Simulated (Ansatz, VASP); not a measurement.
## Ir: VASP beside Ansatz

```xyz
2
Lattice="0.0000 2.6731 2.6731 2.6731 0.0000 2.6731 2.6731 2.6731 0.0000" Properties=species:S:1:pos:R:3 pbc="T T T"
Ir    0.6683    0.6683    0.6683
Ir    4.6780    4.6780    4.6780
```

Alike in both runs: task relaxation of cell and atoms; functional r2SCAN; k mesh 10 × 10 × 10; occupations fermi-dirac, width 0.1 eV; no spin polarisation.

|  | VASP | Ansatz |
| --- | --- | --- |
| version | VASP 6.6.1 | Ansatz 0.2.0 |
| potentials or method | VASP PAW PBE potentials, release 64 (Ir), cutoff 550 eV | plane waves (500 eV) with PAW, scalar-relativistic |
| valence electrons in the cell | 18 | 34 |

|  | VASP | Ansatz | Ansatz less VASP |
| --- | --- | --- | --- |
| relaxed volume (Å³/atom) | 21.15 | 21.11 | -0.041 |
| relaxed length of the cell vector where the two differ most in proportion (Å) | 3.911 | 3.908 | -0.0025 |

VASP's potentials were made for PBE, not for r2SCAN. VASP's potentials hold 18 valence electrons a cell and Ansatz's 34, so a difference there can come from the potentials and not from the codes.

Spin-orbit coupling is off throughout.
